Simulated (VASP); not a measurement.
Input of a VASP 6.6.1 run:

File INCAR:

```
PREC     = Accurate       # precision mode
ENCUT    = 500            # plane-wave cutoff, eV
EDIFF    = 1E-7           # SCF threshold, eV
ISMEAR   = -1             # smearing method
SIGMA    = 0.05           # smearing width, eV
LREAL    = False          # projectors in reciprocal space
LASPH    = True           # aspherical terms in the spheres
NELM     = 120            # most SCF steps
ALGO     = Normal         # electronic algorithm
ISIF     = 3              # what is computed and relaxed
LWAVE    = False          # write WAVECAR
LCHARG   = False          # write CHGCAR
IBRION   = 2              # ionic algorithm
NSW      = 60             # ionic steps
EDIFFG   = -0.005         # ionic threshold
GGA_COMPAT= False        
NELMIN   = 4
```

File KPOINTS:

```
Automatic mesh
0
Gamma
  14 14 14
```

Contents of POSCAR:

```
Ta
1.0
    2.6509155493      0.0000000000      0.0000000000
    0.0000000000      2.6509155493      0.0000000000
    0.0000000000      0.0000000000      2.6509155493
Ta
1
Direct
    0.0000000000      0.0000000000      0.0000000000
```

Potentials or basis: VASP PAW LDA potentials, release 64 (Ta_sv_GW).

Command:

```bash
$ cat potpaw_LDA.64/Ta_sv_GW/POTCAR > POTCAR
$ mpirun -np 1 vasp_std > vasp.out
```

Q: Predict the space group after relaxing (to 0.1 Å).

A: Pm-3m (No. 221).

Q: Predict the band gap on the k mesh.

A: Zero (an odd number of electrons rules out a gap without spin polarisation).

Q: Predict the relaxed cell.

A: a = 2.679 Å, b = 2.679 Å, c = 2.679 Å, α = 90.00°, β = 90.00°, γ = 90.00°.

Q: Estimate the relaxed volume.

A: 19.22 Å³/atom.

The path:
| step | energy change (eV) | largest force (eV/Å) | pressure (GPa) | volume (Å³) |
| --- | --- | --- | --- | --- |
| 1 | 0.0000 | 0.0000 | 5.53 | 18.63 |
| 2 | 0.0254 | 0.0000 | -8.97 | 20.42 |
| 3 | -0.0099 | 0.0000 | -0.11 | 19.23 |
| 4 | -0.0099 | 0.0000 | 0.00 | 19.22 |

Caveat: spin-orbit coupling is left out, which moves the levels of the heavy elements.
